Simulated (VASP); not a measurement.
# AlN (Cmc2_1) in VASP: further runs

AlN is run at these levels: PBEsol; tasks: single point.

All numbers are computed with VASP 6.6.1; they aren't measurements. Logs are shortened: lines on timing, memory, paths and dates and some standing lists are left out, and cuts for length are marked.

**1. The cell of the first run**

It takes space group Cmc2_1 (No. 36, orthorhombic). The conventional cell has a = 3.183 Å, b = 5.198 Å, c = 5.185 Å, α = 90.00°, β = 90.00°, γ = 90.00°. Within 2.4 Å of Al (site symmetry m) lie 4 N at 1.84 to 1.98 Å. Within 2.4 Å of N (site symmetry m) lie 4 Al at 1.84 to 1.98 Å.

**2. Single point, PBEsol**

File INCAR:

```
SYSTEM = AlN
PREC = Accurate
ENCUT = 600
EDIFF = 1E-6
ISMEAR = 0
SIGMA = 0.02
LREAL = .FALSE.
LASPH = .TRUE.
NELM = 120
ALGO = Normal
ISIF = 2
LWAVE = .FALSE.
LCHARG = .FALSE.
GGA = PS
NBANDS = 16
GGA_COMPAT = .FALSE.
```

File KPOINTS:

```
Automatic mesh
0
G
  10 6 10
  0 0 0
```

File POSCAR:

```
AlN
1.0
    3.1825784856      0.0000000000      0.0000000000
    0.0000000000      5.1854260791      0.0000000000
    1.5912892428      0.0000000000      2.5988139424
Al N
2 2
Direct
    0.3333333333      0.0009968501      0.3333333333
    0.6666666667      0.5009968501      0.6666666667
    0.3333333333      0.6190031499      0.3333333333
    0.6666666667      0.1190031499      0.6666666667
```

Potentials or basis: VASP PAW PBE potentials, release 64 (Al, N).

Run with:

```bash
$ cat potpaw_PBE.64/Al/POTCAR potpaw_PBE.64/N/POTCAR > POTCAR
$ mpirun -np 1 vasp_std > vasp.out
```

OUTCAR:

```text
SYSTEM = AlN
   PREC = Accurate
   ENCUT = 600
   EDIFF = 1E-6
   ISMEAR = 0
   LREAL = .FALSE.
   LASPH = .TRUE.
   NELM = 120
   ISIF = 2
   GGA = PS

 ion  position               nearest neighbor table
   1  0.333  0.001  0.333-   4 1.84   4 1.91   4 1.91   3 1.98   2 3.12   2 3.12   2 3.16   2 3.16
                             2 3.16   2 3.16
   2  0.667  0.501  0.667-   3 1.84   3 1.91   3 1.91   4 1.98   1 3.12   1 3.12   1 3.16   1 3.16
                             1 3.16   1 3.16
   3  0.333  0.619  0.333-   2 1.84   2 1.91   2 1.91   1 1.98
   4  0.667  0.119  0.667-   1 1.84   1 1.91   1 1.91   2 1.98

  LATTYP: Found a base centered orthorhombic cell.
 ALAT       =     3.1825784856
 B/A-ratio  =     1.6331499469
 C/A-ratio  =     1.6293160098

  Lattice vectors:

 A1 = (   1.5912892428,   0.0000000000,   2.5988139424)
 A2 = (   1.5912892428,   0.0000000000,  -2.5988139424)
 A3 = (   0.0000000000,   5.1854260791,   0.0000000000)

Analysis of symmetry for initial positions (statically):
=====================================================================
 Subroutine PRICEL returns:
 Original cell was already a primitive cell.

 Routine SETGRP: Setting up the symmetry group for a
 base centered orthorhombic supercell.

 Subroutine GETGRP returns: Found  4 space group operations
 (whereof  2 operations were pure point group operations)
 out of a pool of  8 trial point group operations.

The static configuration has the point symmetry C_1h.
 The point group associated with its full space group is C_2v.

Analysis of symmetry for dynamics (positions and initial velocities):
=====================================================================
 Subroutine PRICEL returns:
 Original cell was already a primitive cell.

 Routine SETGRP: Setting up the symmetry group for a
 base centered orthorhombic supercell.

 Subroutine GETGRP returns: Found  4 space group operations
 (whereof  2 operations were pure point group operations)
 out of a pool of  8 trial point group operations.

The dynamic configuration has the point symmetry C_1h.
 The point group associated with its full space group is C_2v.

 Subroutine INISYM returns: Found  4 space group operations
 (whereof  2 operations are pure point group operations),
 and found     1 'primitive' translations

----------------------------------------------------------------------------------------

                                     Primitive cell

  volume of cell :      42.8883

  direct lattice vectors                    reciprocal lattice vectors
     3.182578486  0.000000000  0.000000000     0.314210633  0.000000000 -0.192395458
     0.000000000  5.185426079  0.000000000     0.000000000  0.192848183  0.000000000
     1.591289243  0.000000000  2.598813942     0.000000000  0.000000000  0.384790917

  length of vectors
     3.182578486  5.185426079  3.047299684     0.368434980  0.192848183  0.384790917

  position of ions in fractional coordinates (direct lattice)
     0.333333333  0.000996850  0.333333333
     0.666666667  0.500996850  0.666666667
     0.333333333  0.619003150  0.333333333
     0.666666667  0.119003150  0.666666667

  ion indices of the primitive-cell ions
   primitive index   ion index
                 1           1
                 2           2
                 3           3
                 4           4

----------------------------------------------------------------------------------------

 KPOINTS: Automatic mesh

Automatic generation of k-mesh.
 Grid dimensions read from file:
 generate k-points for:   10    6   10

 Generating k-lattice:

  Cartesian coordinates                     Fractional coordinates (reciprocal lattice)
     0.031421063  0.000000000 -0.019239546     0.100000000  0.000000000  0.000000000
     0.000000000  0.032141364  0.000000000     0.000000000  0.166666667  0.000000000
     0.000000000  0.000000000  0.038479092     0.000000000  0.000000000  0.100000000

  Length of vectors
     0.036843498  0.032141364  0.038479092

  Shift w.r.t. Gamma in fractional coordinates (k-lattice)
     0.000000000  0.000000000  0.000000000

 Subroutine IBZKPT returns following result:
 ===========================================

 Found    124 irreducible k-points:

 Following reciprocal coordinates:
            Coordinates               Weight
  0.000000  0.000000  0.000000      1.000000
  0.100000  0.000000 -0.000000      4.000000
  0.200000  0.000000 -0.000000      4.000000
  0.300000  0.000000 -0.000000      4.000000
  0.400000  0.000000 -0.000000      4.000000
  0.500000  0.000000 -0.000000      2.000000
[... 16 lines left out ...]
  0.400000  0.500000 -0.000000      4.000000
  0.500000  0.500000 -0.000000      2.000000
 [... further k-points ...]
   k-points           NKPTS =    124   k-points in BZ     NKDIM =    124   number of bands    NBANDS=     16
   number of dos      NEDOS =    301   number of ions     NIONS =      4
   total plane-waves  NPLWV =  28224
   dimension x,y,z NGX =    28 NGY =   42 NGZ =   24
   dimension x,y,z NGXF=    56 NGYF=   84 NGZF=   48
   ions per type =               2   2
   NGX,Y,Z   is equivalent  to a cutoff of  14.63, 13.47, 13.09 a.u.
   NGXF,Y,Z  is equivalent  to a cutoff of  29.25, 26.93, 26.19 a.u.
 SYSTEM =  AlN
   PREC   = accura    normal or accurate (medium, high low for compatibility)
   ISTART =      0    job   : 0-new  1-cont  2-samecut
   ICHARG =      2    charge: 1-file 2-atom 10-const
   ISPIN  =      1    spin polarized calculation?
   LNONCOLLINEAR =      F non collinear calculations
   LSORBIT =      F    spin-orbit coupling
   LASPH  =      T    aspherical Exc in radial PAW
   ENCUT  =  600.0 eV  44.10 Ry    6.64 a.u.   6.36 10.36  6.09*2*pi/ulx,y,z
   NELM   =    120;   NELMIN=  2; NELMDL= -5     # of ELM steps
   EDIFF  = 0.1E-05   stopping-criterion for ELM
   LREAL  =      F    real-space projection
   EDIFFG = 0.1E-04   stopping-criterion for IOM
   NSW    =      0    number of steps for IOM
   IBRION =     -1    ionic relax: 0-MD 1-quasi-New 2-CG
   NFREE  =      0    steps in history (QN), initial steepest desc. (CG)
   ISIF   =      2    stress and relaxation
   ISYM   =      2    0-nonsym 1-usesym 2-fastsym
   POTIM  = 0.5000    time-step for ionic-motion
   TEBEG  =    0.0;   TEEND  =   0.0 temperature during run
   PSTRESS=    0.0 pullay stress
   NELECT =      16.0000    total number of electrons
   NUPDOWN=      -1.0000    fix difference up-down
   EMIN   =  10.00;   EMAX   =-10.00  energy-range for DOS
   EFERMI =   0.00;   METHOD = LEGACY
   ISMEAR =     0;   SIGMA  =   0.02  broadening in eV -4-tet -1-fermi 0-gaus
   EFERMI_NEDOS =   21; number of points for ismear=-14 and -15
   IALGO  =     38    algorithm
   IMIX   =      4    mixing-type and parameters
     AMIX     =   0.40;   BMIX     =  1.00
     AMIX_MAG =   1.60;   BMIX_MAG =  1.00
  volume/ion in A,a.u.               =      10.72        72.36
  Fermi-wavevector in a.u.,A,eV,Ry     =   1.178515  2.227071 18.897110  1.388898
  Thomas-Fermi vector in A             =   2.314843
   LORBIT       =      0    0 simple, 1 ext, 2 COOP (PROOUT), +10 PAW based schemes
   GGA     = PS    functional components
   LHFCALC =     F    Hartree Fock is set to
   AEXX    =    0.0000 exact exchange contribution
   IVDW    =     0    specifies the selected vdW correction
   LEPSILON=     F    determine dielectric tensor
   LRPA    =     F    only Hartree local field effects (RPA)
 non-spin polarized calculation
 Gauss-broadening in eV      SIGMA  =   0.02
  energy-cutoff  :      600.00
  volume of cell :       42.89
 maximum number of plane-waves:      1464
 NGX is ok and might be reduce to    28
   NGX = 13   NGY = 21   NGZ = 13

 number of electron      16.0000002 magnetization

 Free energy of the ion-electron system (eV)
  ---------------------------------------------------
  ext. energy  EPLUGINS =         0.00000000
  ---------------------------------------------------
  free energy    TOTEN  =       -31.14911601 eV

  energy without entropy =      -31.14911601  energy(sigma->0) =      -31.14911601

 E-fermi :   5.8715     XC(G=0): -10.9927

 val. band max:        5.7942092003   @ k =   0.0000   0.0000   0.0000
 cond. band min:       9.5962103733   @ k =   0.0000   0.0000   0.0000
 fundamental gap:      3.8020011729
 Fermi energy:         5.8714717134

 k-point     1 :       0.0000    0.0000    0.0000
  band No.  band energies     occupation
      1      -9.2024      2.00000
      2      -7.2981      2.00000
      3      -0.2438      2.00000
      4       4.9858      2.00000
      5       5.2682      2.00000
      6       5.5228      2.00000
[... 8 lines left out ...]
     15      18.3139      0.00000
     16      19.4525      0.00000

 k-point     2 :       0.1000    0.0000   -0.0000
  band No.  band energies     occupation
      1      -9.0768      2.00000
      2      -7.2196      2.00000
      3      -0.0921      2.00000
      4       4.4230      2.00000
      5       4.9280      2.00000
      6       5.1516      2.00000
[... 8 lines left out ...]
     15      18.1870      0.00000
     16      18.7946      0.00000

 k-point     3 :       0.2000    0.0000   -0.0000
  band No.  band energies     occupation
      1      -8.7167      2.00000
      2      -7.0112      2.00000
      3       0.3513      2.00000
      4       3.0619      2.00000
      5       3.8728      2.00000
      6       4.7599      2.00000
[... 8 lines left out ...]
     15      18.4202      0.00000
     16      18.9406      0.00000
[... 362 lines left out ...]
 k-point    23 :       0.4000    0.5000   -0.0000
  band No.  band energies     occupation
      1      -7.1250      2.00000
      2      -7.1250      2.00000
      3       0.5600      2.00000
      4       0.5600      2.00000
      5       4.1836      2.00000
      6       4.1836      2.00000
[... 8 lines left out ...]
     15      19.1148      0.00000
     16      19.1148      0.00000

 k-point    24 :       0.5000    0.5000   -0.0000
  band No.  band energies     occupation
      1      -6.9429      2.00000
      2      -6.9429      2.00000
      3       0.2162      2.00000
      4       0.2162      2.00000
      5       4.2931      2.00000
      6       4.2931      2.00000
[... 8 lines left out ...]
     15      19.1006      0.00000
     16      19.1006      0.00000

 [... further k-points ...]

------------------------ aborting loop because EDIFF is reached ----------------------------------------

  FORCE on cell =-STRESS in cart. coord.  units (eV):
  Direction    XX          YY          ZZ          XY          YZ          ZX
  --------------------------------------------------------------------------------------
  -------------------------------------------------------------------------------------
  Total       -2.1641066     -4.0431983      3.3526936      0.0000000      0.0000000      0.0000000
  in kB      -80.8444982   -151.0416994    125.2465248      0.0000000      0.0000000      0.0000000
  external PRESSURE =     -35.5465576 kB  Pullay stress =       0.0000000 kB

 VOLUME and BASIS-vectors are now :
 -----------------------------------------------------------------------------
  energy-cutoff  :      600.00
  volume of cell :       42.89
      direct lattice vectors                 reciprocal lattice vectors
     3.182578486  0.000000000  0.000000000     0.314210633  0.000000000 -0.192395458
     0.000000000  5.185426079  0.000000000     0.000000000  0.192848183  0.000000000
     1.591289243  0.000000000  2.598813942     0.000000000  0.000000000  0.384790917

 POSITION                                       TOTAL-FORCE (eV/Angst)
 -----------------------------------------------------------------------------------
      1.59129      0.00517      0.86627         0.000000     -0.448753      0.612888
      3.18258      2.59788      1.73254         0.000000     -0.448753     -0.612888
      1.59129      3.20980      0.86627         0.000000      0.448753      0.692762
      3.18258      0.61708      1.73254        -0.000000      0.448753     -0.692762
 -----------------------------------------------------------------------------------
    total drift:                               -0.000000      0.000103     -0.000000

  FREE ENERGIE OF THE ION-ELECTRON SYSTEM (eV)
  ---------------------------------------------------
  free  energy   TOTEN  =       -31.1491160145 eV

  energy  without entropy=      -31.1491160145  energy(sigma->0) =      -31.14911601
```

Wall time 75 s (1 thread of Intel Xeon 6975P-C, shared host); peak memory 0.23 GiB.

Results:

```yaml
Free_energy: -31.1491 eV
Pressure: -3.6 GPa
Largest_force: 0.825 eV/Å
Band_gap_on_the_k_mesh: 3.80 eV, direct
```

Forces in eV/Å, atoms in the order of the input:
```
Al   0.000 -0.449  0.613
Al   0.000 -0.449 -0.613
N    0.000  0.449  0.693
N    0.000  0.449 -0.693
```

Stress tensor (GPa, compression positive):
```
 -8.08   0.00   0.00
  0.00 -15.10   0.00
  0.00   0.00  12.52
```

Levels at points of the mesh, in eV from the valence-band top:
```tsv
k point	band 6	band 7	band 8	band 9	band 10	band 11
(0.00, 0.00, 0.00)	-0.27	-0.14	0.00	3.80	6.71	10.02
(0.50, 0.00, 0.00)	-1.80	-1.62	-0.55	5.36	6.14	7.97
(0.00, 0.50, 0.00)	-0.55	-0.26	-0.26	6.27	6.27	9.76
(0.50, 0.50, 0.00)	-1.50	-1.15	-1.15	5.01	5.01	9.10
(0.00, 0.00, 0.50)	-2.27	-1.74	-0.99	5.28	5.32	7.59
(0.00, 0.50, 0.50)	-1.70	-1.38	-1.38	4.80	4.80	8.69
```

Caveat: the PAW data sets were made with another functional, which shifts forces and pressure a little.

(Continued in part 2 of 2.)
